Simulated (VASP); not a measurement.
# SiC: single point with PBE

SiC:

```xyz
12
Lattice="3.0950 0.0000 0.0000 -1.5475 2.6803 0.0000 0.0000 0.0000 15.1866" Properties=species:S:1:pos:R:3 pbc="T T T"
Si    0.0000    1.7869   12.6503
Si    1.5475    0.8934    5.0570
Si    1.5475    0.8934   10.1219
Si    0.0000    1.7869    2.5286
Si    0.0000    0.0000    7.5891
Si    0.0000    0.0000   15.1824
C     0.0000    0.0000   13.2787
C     0.0000    0.0000    5.6854
C     0.0000    1.7869   10.7521
C     1.5475    0.8934    3.1588
C     1.5475    0.8934    8.2237
C     0.0000    1.7869    0.6304
```

```yaml
Program: VASP 6.6.1
Task: single point
Functional: PBE
Potentials_or_basis: VASP PAW PBE potentials, release 64 (Si, C)
Cutoff: 520 eV
k_mesh: 12 × 12 × 2
Occupations: gaussian, width 0.02 eV
Spin: no spin polarisation
Dipole_correction: no
Further_INCAR_settings: ALGO = Normal; EDIFF = 1e-06; NBANDS = 36
```

* Pressure: 0.0 GPa
* Band gap on the k mesh: 2.03 eV (least direct gap 3.12 eV)

Levels at points of the mesh, in eV from the valence-band top:
```tsv
k point	band 20	band 21	band 22	band 23	band 24	band 25	band 26	band 27	band 28	band 29
(0.00, 0.00, 0.00)	-0.30	-0.30	-0.04	0.00	0.00	5.05	5.22	5.63	6.14	6.14
(0.50, 0.00, 0.00)	-2.24	-1.80	-1.77	-1.65	-1.10	2.03	2.21	3.19	3.87	4.55
(0.00, 0.00, 0.50)	-0.63	-0.10	-0.10	-0.10	-0.10	5.12	5.12	5.86	5.86	6.50
(0.50, 0.00, 0.50)	-2.33	-1.70	-1.70	-1.30	-1.30	2.07	2.07	3.41	3.41	4.75
```

Run time: 110 s on 1 thread of AMD EPYC 9R45 96-Core Processor (Zen 5) (shared host), peak memory 0.27 GiB.

A k mesh can miss the band edges.
